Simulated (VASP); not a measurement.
Here is a VASP 6.6.1 calculation.

INCAR

```
SYSTEM = ZnS
PREC = Accurate
ENCUT = 520
EDIFF = 1E-7
ISMEAR = 0
SIGMA = 0.02
LREAL = .FALSE.
LASPH = .TRUE.
NELM = 100
ALGO = Normal
ISIF = 2
LWAVE = .FALSE.
LCHARG = .TRUE.
GGA = PE
LELF = .TRUE.
LVHAR = .TRUE.
NBANDS = 16
```

KPOINTS

```
regular mesh
0
G
  8 8 8
  0 0 0
```

File POSCAR:

```
ZnS
1.0
    0.0000000000      2.7214945947      2.7214945947
    2.7214945947      0.0000000000      2.7214945947
    2.7214945947      2.7214945947      0.0000000000
Zn S
1 1
Direct
    0.5000000000      0.5000000000      0.5000000000
    0.2500000000      0.2500000000      0.2500000000
```

Potentials or basis: VASP PAW PBE potentials, release 64 (Zn, S).

The run is started by

```sh
$ cat potpaw_PBE.64/Zn/POTCAR potpaw_PBE.64/S/POTCAR > POTCAR
$ mpirun -np 1 vasp_std > vasp.out
```

**Question.** Estimate the band gap on the k mesh.

**Answer.** 2.02 eV.

**Question.** What does it give for the pressure?

**Answer.** 0.2 GPa.
